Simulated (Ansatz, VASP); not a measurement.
**Two plane-wave programs on InP**

```
In P
1.0
     4.05010    0.00000    0.00000
     0.00000    4.05010    0.00000
     0.00000    0.00000    6.15251
In P
2 2
Direct
  0.00000 0.00000 0.00000
  0.50000 0.50000 0.50000
  0.00000 0.50000 0.25000
  0.50000 0.00000 0.75000
```

Alike in both runs: task single point; functional PBE; k mesh 4 × 4 × 4; occupations gaussian, width 0.1 eV; no spin polarisation.

|  | VASP | Ansatz |
| --- | --- | --- |
| version | VASP 6.6.1 | Ansatz 0.2.0 |
| potentials or method | VASP PAW PBE potentials, release 64 (In_d, P), cutoff 500 eV | scalar-relativistic, plane waves, PAW |
| valence electrons in the cell | 36 | 36 |

```tsv
	VASP	Ansatz	Ansatz less VASP
gap on the k mesh at the Fermi level (eV)	0.54	0.54	+0.001
least direct gap on the mesh (eV)	0.54	0.54	+0.001
pressure (GPa)	3.0	3.1	+0.09
```

The functional is the same, so the differences come from potentials, cutoffs and numerics.
